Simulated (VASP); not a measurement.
# LaP (Fm-3m) in VASP: notebook, part 2 of 2

VASP 6.6.1. The steps go on from the part before.

### Step 3. Relaxation of the atoms, LDA

This run uses another cell than the first one, of 15.35 Å³/atom.

INCAR reads:

```
SYSTEM = LaP
  PREC = Accurate
  ENCUT = 520
  EDIFF = 1E-6
  ISMEAR = -1
  SIGMA = 0.05
  LREAL = .FALSE.
  LASPH = .TRUE.
  NELM = 60
  ALGO = Normal
  ISIF = 2
  LWAVE = .FALSE.
  LCHARG = .FALSE.
  GGA = CA
  IBRION = 2
  NSW = 50
  EDIFFG = -0.01
```

KPOINTS reads:

```
Automatic mesh
0
G
  10 10 10
  0 0 0
```

POSCAR reads:

```
LaP
1.0
    0.0000000000      2.4852065184      2.4852065184
    2.4852065184      0.0000000000      2.4852065184
    2.4852065184      2.4852065184      0.0000000000
La P
1 1
Direct
    0.0000000000      0.0000000000      0.0000000000
    0.5000000000      0.5000000000      0.5000000000
```

Potentials or basis: VASP PAW LDA potentials, release 64 (La, P).

Started as:

```sh
> cat potpaw_LDA.64/La/POTCAR potpaw_LDA.64/P/POTCAR > POTCAR
> mpirun -np 1 vasp_std > vasp.out
```

OUTCAR:

```text
SYSTEM = LaP
   PREC = Accurate
   ENCUT = 520
   EDIFF = 1E-6
   ISMEAR = -1
   LREAL = .FALSE.
   LASPH = .TRUE.
   NELM = 60
   ISIF = 2
   GGA = CA
   IBRION = 2
   NSW = 50
   EDIFFG = -0.01

 ion  position               nearest neighbor table
   1  0.000  0.000  0.000-   2 2.49   2 2.49   2 2.49   2 2.49   2 2.49   2 2.49
   2  0.500  0.500  0.500-   1 2.49   1 2.49   1 2.49   1 2.49   1 2.49   1 2.49

  LATTYP: Found a face centered cubic cell.
 ALAT       =     4.9704130368

  Lattice vectors:

 A1 = (   0.0000000000,   2.4852065184,   2.4852065184)
 A2 = (   2.4852065184,   0.0000000000,   2.4852065184)
 A3 = (   2.4852065184,   2.4852065184,   0.0000000000)

Analysis of symmetry for initial positions (statically):
=====================================================================
 Subroutine PRICEL returns:
 Original cell was already a primitive cell.

 Routine SETGRP: Setting up the symmetry group for a
 face centered cubic supercell.

 Subroutine GETGRP returns: Found 48 space group operations
 (whereof 48 operations were pure point group operations)
 out of a pool of 48 trial point group operations.

The static configuration has the point symmetry O_h .
[... 168 lines left out ...]

 k-point     1 :       0.0000    0.0000    0.0000
  band No.  band energies     occupation
      1     -17.3659      2.00000
      2      -0.1558      2.00000
      3      -0.1558      2.00000
      4      -0.1558      2.00000
      5       3.7326      2.00000
      6      13.3805      2.00000
      7      13.3805      2.00000
      8      13.3805      2.00000
      9      14.2570      0.04541
     10      14.2570      0.04541
     11      14.2570      0.04541
     12      16.0578      0.00000
[... 331 lines left out ...]
 k-point    24 :       0.4000    0.3000    0.0000
  band No.  band energies     occupation
      1     -16.6971      2.00000
      2      -3.0171      2.00000
      3      -1.3139      2.00000
      4      -1.1497      2.00000
      5       4.0512      2.00000
      6      11.5356      2.00000
      7      12.8273      2.00000
      8      13.4182      2.00000
      9      13.9705      1.75475
     10      17.6110      0.00000
     11      17.8888      0.00000
     12      17.9820      0.00000

 [... further k-points ...]
[... 5 lines left out ...]
  --------------------------------------------------------------------------------------
  -------------------------------------------------------------------------------------
  Total       19.6992184     19.6992184     19.6992184      0.0000000     -0.0000000      0.0000000
  in kB     1028.1160275   1028.1160275   1028.1160275      0.0000000     -0.0000000      0.0000000
  external PRESSURE =    1028.1160275 kB  Pullay stress =       0.0000000 kB

 VOLUME and BASIS-vectors are now :
 -----------------------------------------------------------------------------
  energy-cutoff  :      520.00
  volume of cell :       30.70
      direct lattice vectors                 reciprocal lattice vectors
     0.000000000  2.485206518  2.485206518    -0.201190523  0.201190523  0.201190523
     2.485206518  0.000000000  2.485206518     0.201190523 -0.201190523  0.201190523
     2.485206518  2.485206518  0.000000000     0.201190523  0.201190523 -0.201190523

 POSITION                                       TOTAL-FORCE (eV/Angst)
 -----------------------------------------------------------------------------------
      0.00000      0.00000      0.00000        -0.000000      0.000000     -0.000000
      2.48521      2.48521      2.48521         0.000000     -0.000000      0.000000
 -----------------------------------------------------------------------------------
    total drift:                               -0.000000      0.000000      0.000000

  FREE ENERGIE OF THE ION-ELECTRON SYSTEM (eV)
  ---------------------------------------------------
  free  energy   TOTEN  =        -9.7587732114 eV

  energy  without entropy=       -9.7482070042  energy(sigma->0) =       -9.75349011

 reached required accuracy - stopping structural energy minimisation
```

OSZICAR:

```text
N       E                     dE             d eps       ncg     rms          rms(c)
DAV:   1     0.125127962291E+03    0.12513E+03   -0.60956E+03  1136   0.206E+03
DAV:   2     0.451857198788E+01   -0.12061E+03   -0.11704E+03  1512   0.279E+02
DAV:   3    -0.897134175571E+01   -0.13490E+02   -0.12556E+02  1816   0.119E+02
DAV:   4    -0.998093713456E+01   -0.10096E+01   -0.85334E+00  1996   0.277E+01
DAV:   5    -0.100615914240E+02   -0.80654E-01   -0.78233E-01  1844   0.547E+00    0.108E+01
DAV:   6    -0.983077599336E+01    0.23082E+00   -0.32475E-01  1860   0.393E+00    0.662E+00
DAV:   7    -0.976181524028E+01    0.68961E-01   -0.88000E-02  1812   0.202E+00    0.162E+00
DAV:   8    -0.975883101743E+01    0.29842E-02   -0.14384E-02  2044   0.116E+00    0.887E-02
DAV:   9    -0.975876219553E+01    0.68822E-04   -0.46571E-04  1892   0.246E-01    0.461E-02
DAV:  10    -0.975877405056E+01   -0.11855E-04   -0.75721E-05  2084   0.794E-02    0.138E-02
DAV:  11    -0.975877321144E+01    0.83913E-06   -0.68490E-06  1824   0.314E-02
   1 F= -.97587732E+01 E0= -.97534901E+01  d E =-.975877E+01
```

CONTCAR:

```text
LaP
   1.00000000000000
     0.0000000000000000    2.4852065184000001    2.4852065184000001
     2.4852065184000001    0.0000000000000000    2.4852065184000001
     2.4852065184000001    2.4852065184000001    0.0000000000000000
  La              P
     1     1
Direct
     0.0000000000000000    0.0000000000000000    0.0000000000000000
     0.5000000000000000    0.5000000000000000    0.5000000000000000

  0.00000000E+00  0.00000000E+00  0.00000000E+00
  0.00000000E+00  0.00000000E+00  0.00000000E+00
```

It took 60 s on 1 thread of Intel Xeon 8259CL, shared host; peak memory 0.14 GiB.

Results:

* Free energy: -9.7588 eV
* Pressure after relaxing: 102.8 GPa
* Band gap on the k mesh: zero (bands 8 and 9 overlap by 1.46 eV)

Final structure:
```cif
data_structure
_symmetry_space_group_name_H-M 'P 1'
_symmetry_Int_Tables_number 1
_cell_length_a 3.5146
_cell_length_b 3.5146
_cell_length_c 3.5146
_cell_angle_alpha 60.000
_cell_angle_beta 60.000
_cell_angle_gamma 60.000
_cell_volume 30.70
loop_
_atom_site_label
_atom_site_type_symbol
_atom_site_fract_x
_atom_site_fract_y
_atom_site_fract_z
_atom_site_occupancy
La1 La 0.00000 0.00000 0.00000 1
P1 P 0.50000 0.50000 0.50000 1
```

Caveat: the relaxation stopped at its first step, so nothing moved; spin-orbit coupling is left out, which moves the levels of the heavy elements.

### Step 4. Relaxation of the atoms, LDA

This run uses another cell than the first one, of 23.72 Å³/atom.

INCAR reads:

```
PREC = Accurate
ENCUT = 520
EDIFF = 1E-7
ISMEAR = -1
SIGMA = 0.05
LREAL = False
LASPH = True
NELM = 80
ALGO = Normal
ISIF = 2
LWAVE = False
LCHARG = False
IBRION = 2
NSW = 50
EDIFFG = -0.01
```

KPOINTS reads:

```
regular mesh
0
Gamma
  10 10 10
```

POSCAR reads:

```
LaP
1.0
    0.0000000000      2.8733016976      2.8733016976
    2.8733016976      0.0000000000      2.8733016976
    2.8733016976      2.8733016976      0.0000000000
La P
1 1
Direct
    0.0000000000      0.0000000000      0.0000000000
    0.5000000000      0.5000000000      0.5000000000
```

Started as:

```sh
> cat potpaw_LDA.64/La/POTCAR potpaw_LDA.64/P/POTCAR > POTCAR
> mpirun -np 1 vasp_std > vasp.out
```

Run time: 90 s. Hardware: 1 thread of Intel Xeon 8259CL, shared host; peak memory 0.15 GiB.

The run converged. Its results:

| Quantity | Value |
| --- | --- |
| Free energy | -14.5705 eV |
| Pressure after relaxing | 9.7 GPa |
| Band gap on the k mesh | zero (bands 8 and 9 overlap by 0.12 eV) |

Final structure:
```
La P
1.0
     0.00000    2.87330    2.87330
     2.87330    0.00000    2.87330
     2.87330    2.87330    0.00000
La P
1 1
Direct
  0.00000 0.00000 0.00000
  0.50000 0.50000 0.50000
```

Levels at points of the mesh, in eV from the Fermi level:
| k point | band 5 | band 6 | band 7 | band 8 | band 9 | band 10 | band 11 | band 12 |
| --- | --- | --- | --- | --- | --- | --- | --- | --- |
| (0.00, 0.00, 0.00) | -9.44 | 0.08 | 0.08 | 0.08 | 1.64 | 1.64 | 1.64 | 2.79 |
| (0.50, 0.00, 0.00) | -7.31 | -3.44 | -2.01 | -2.01 | 2.68 | 3.08 | 3.08 | 3.49 |
| (0.50, 0.50, 0.00) | -9.14 | -0.56 | -0.52 | 0.04 | 0.04 | 3.30 | 3.34 | 3.45 |

Caveat: the relaxation stopped at its first step, so nothing moved; semilocal functionals underestimate gaps, and a narrow one can read as zero; spin-orbit coupling is left out, which moves the levels of the heavy elements.

### Step 5. Relaxation of the atoms, LDA

This run uses another cell than the first one, of 27.91 Å³/atom.

INCAR reads:

```
  PREC = Accurate
  ENCUT = 520
  EDIFF = 1E-6
  ISMEAR = -1
  SIGMA = 0.05
  LREAL = False
  LASPH = True
  NELM = 60
  ALGO = Normal
  ISIF = 2
  LWAVE = False
  LCHARG = False
  GGA = CA
  IBRION = 2
  NSW = 50
  EDIFFG = -0.01
```

KPOINTS is that of step 4.

POSCAR reads:

```
LaP
1.0
    0.0000000000      3.0332503348      3.0332503348
    3.0332503348      0.0000000000      3.0332503348
    3.0332503348      3.0332503348      0.0000000000
La P
1 1
Direct
    0.0000000000      0.0000000000      0.0000000000
    0.5000000000      0.5000000000      0.5000000000
```

Started as:

```sh
> cat potpaw_LDA.64/La/POTCAR potpaw_LDA.64/P/POTCAR > POTCAR
> mpirun -np 1 vasp_std > vasp.out
```

It took 90 s on 1 thread of Intel Xeon 8259CL, shared host; peak memory 0.16 GiB.

The run converged. Its results:

* Free energy: -14.6564 eV
* Pressure after relaxing: -4.6 GPa
* Band gap on the k mesh: zero (bands 8 and 9 overlap by 0.20 eV)

Final structure:
```cif
data_structure
_symmetry_space_group_name_H-M 'P 1'
_symmetry_Int_Tables_number 1
_cell_length_a 4.2897
_cell_length_b 4.2897
_cell_length_c 4.2897
_cell_angle_alpha 60.000
_cell_angle_beta 60.000
_cell_angle_gamma 60.000
_cell_volume 55.82
loop_
_atom_site_label
_atom_site_type_symbol
_atom_site_fract_x
_atom_site_fract_y
_atom_site_fract_z
_atom_site_occupancy
La1 La 0.00000 0.00000 0.00000 1
P1 P 0.50000 0.50000 0.50000 1
```

Levels at points of the mesh, in eV from the Fermi level:
```
           k point  band 5  band 6  band 7  band 8  band 9  band 10  band 11  band 12
(0.00, 0.00, 0.00)   -9.10    0.07    0.07    0.07    1.71     1.71     1.71     2.41
(0.50, 0.00, 0.00)   -7.67   -3.03   -1.64   -1.64    2.29     2.54     2.54     2.80
(0.50, 0.50, 0.00)   -8.71   -0.92   -0.14   -0.14   -0.13     2.66     2.70     2.77
```

Caveat: the relaxation stopped at its first step, so nothing moved; semilocal functionals underestimate gaps, and a narrow one can read as zero; spin-orbit coupling is left out, which moves the levels of the heavy elements.

### Step 6. Summary

| task | cell | k mesh | gap on the mesh (eV) | pressure (GPa) |
| --- | --- | --- | --- | --- |
| single point | a = 3.161 Å, angles 60.0°, 2 atoms | 10 × 10 × 10, shifted | none | 244.1 |
| relaxation of the atoms | atoms relaxed from a = 3.515 Å, angles 60.0°, 2 atoms | 10 × 10 × 10 | none | 102.8 |
| relaxation of the atoms | atoms relaxed from a = 4.063 Å, angles 60.0°, 2 atoms | 10 × 10 × 10 | none | 9.7 |
| relaxation of the atoms | atoms relaxed from a = 4.290 Å, angles 60.0°, 2 atoms | 10 × 10 × 10 | none | -4.6 |

Alike in all rows: level LDA; potentials or basis VASP PAW LDA potentials, release 64 (La, P); no spin polarisation; cutoff (eV) 520; smearing fermi-dirac 0.05 eV.

Caveats: spin-orbit coupling is left out, which moves the levels of the heavy elements; the relaxation stopped at its first step, so nothing moved (at least some runs); semilocal functionals underestimate gaps, and a narrow one can read as zero (at least some runs); the cell stands under pressure (at least some runs).

Absolute energies hang on the potentials; compare differences alone.
